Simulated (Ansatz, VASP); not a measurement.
ZnHgO2 in VASP and in Ansatz

```
CELL_PARAMETERS angstrom
3.32475 0.00000 0.00000
0.00000 3.32475 0.00000
0.00000 0.00000 5.10863
ATOMIC_POSITIONS crystal
Zn 0.00000 0.00000 0.00000
O 0.00000 0.50000 0.20350
O 0.50000 0.00000 0.79650
Hg 0.50000 0.50000 0.50000
```

Alike in both runs: task single point; functional PBE; k mesh 6 × 6 × 4; occupations fermi-dirac, width 0.02 eV; no spin polarisation.

```csv
,VASP,Ansatz
version,VASP 6.6.1,Ansatz 0.2.0
potentials or method,"VASP PAW PBE potentials, release 64 (Zn, O, Hg_sv_GW)","plane waves, PAW"
plane-wave cutoff (eV),600,420
valence electrons in the cell,44,44
```

```csv
,VASP,Ansatz,Ansatz less VASP
pressure (GPa),7.8,7.4,-0.40
rms of the force components (eV/Å),0.007,0.016,+0.0089
```

Spin-orbit coupling is off throughout.
